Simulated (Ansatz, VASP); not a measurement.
## AgCl: VASP beside Ansatz

```xyz
2
Lattice="0.0000 2.9950 2.7731 2.9950 0.0000 2.7731 2.9950 2.9950 0.0000" Properties=species:S:1:pos:R:3 pbc="T T T"
Ag    2.9950    2.9950    2.7731
Cl    0.0000    0.0000    0.0000
```

Change from the starting cell: strain +0.080 along x and y, +0.000 along z, atoms carried along.

Alike in both runs: task single point; functional PBE; k mesh 8 × 8 × 8; occupations gaussian, width 0.05 eV; no spin polarisation.

|  | VASP | Ansatz |
| --- | --- | --- |
| version | VASP 6.6.1 | Ansatz 0.2.0 |
| potentials or method | VASP PAW PBE potentials, release 64 (Ag, Cl), cutoff 520 eV | scalar-relativistic, plane waves, PAW |
| valence electrons in the cell | 18 | 26 |

|  | VASP | Ansatz | Ansatz less VASP |
| --- | --- | --- | --- |
| gap on the k mesh at the Fermi level (eV) | 0.85 | 0.85 | +0.003 |
| least direct gap on the mesh (eV) | 2.68 | 2.68 | -0.001 |
| pressure (GPa) | -3.4 | -3.3 | +0.10 |
| traceless stress, the component that is largest in VASP (GPa) | -0.38 | -0.34 | +0.035 |

VASP's potentials hold 18 valence electrons a cell and Ansatz's 26, so a difference there can come from the potentials and not from the codes.
